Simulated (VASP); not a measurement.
Wanted: the native input for a VASP 6.6.1 run.

| Property | Result |
| --- | --- |
| Task | single point |
| Functional | PBE |
| Potentials or basis | VASP PAW PBE potentials, release 64 (Pt) |
| Cutoff | 520 eV |
| k mesh | 18 × 18 × 10 |
| Occupations | gaussian, width 0.15 eV |
| Spin | no spin polarisation |
| Dipole correction | no |
| Further INCAR settings | ALGO = Fast; EDIFF = 1e-07; NBANDS = 17 |

The structure of Pt lies in POSCAR:

```
Pt
1.0
    2.8964665954      0.0000000000      0.0000000000
   -1.4482332977      2.3889653837      0.0000000000
    0.0000000000      0.0000000000      4.7813829983
Pt
2
Direct
    0.6666666667      0.3333333333      0.7500000000
    0.3333333333      0.6666666667      0.2500000000
```

This cell differs from its parent crystal: normal strain along x +0.0500, normal strain along y +0.0000.

The input as run:

INCAR

```
PREC     = Accurate       # precision mode
ENCUT    = 520            # plane-wave cutoff, eV
EDIFF    = 1E-7           # SCF threshold, eV
ISMEAR   = 0              # smearing method
SIGMA    = 0.15           # smearing width, eV
LREAL    = False          # projectors in reciprocal space
LASPH    = True           # aspherical terms in the spheres
NELM     = 80             # most SCF steps
ALGO     = Fast           # electronic algorithm
ISIF     = 2              # what is computed and relaxed
LWAVE    = False          # write WAVECAR
LCHARG   = False          # write CHGCAR
GGA      = PE             # functional
NBANDS   = 17             # bands
```

KPOINTS

```
Automatic mesh
0
Gamma
  18 18 10
```

Potentials or basis: VASP PAW PBE potentials, release 64 (Pt).

Launch:

```bash
$ cat potpaw_PBE.64/Pt/POTCAR > POTCAR
$ mpirun -np 1 vasp_std > vasp.out
```

Results of the run:

```
Pressure               : -10.6 GPa
Largest force          : 0.033 eV/Å
Band gap on the k mesh : zero (bands 10 and 11 overlap by 1.17 eV)
```

Caveat: the cell differs from its parent crystal (normal strain along x +0.0500, normal strain along y +0.0000); the stress differs along the axes, from -14 to -9 GPa; spin-orbit coupling is left out, which moves the levels of the heavy elements.

Run time: 5.4 min on 1 thread of Intel Xeon 8259CL (shared host), peak memory 0.36 GiB.
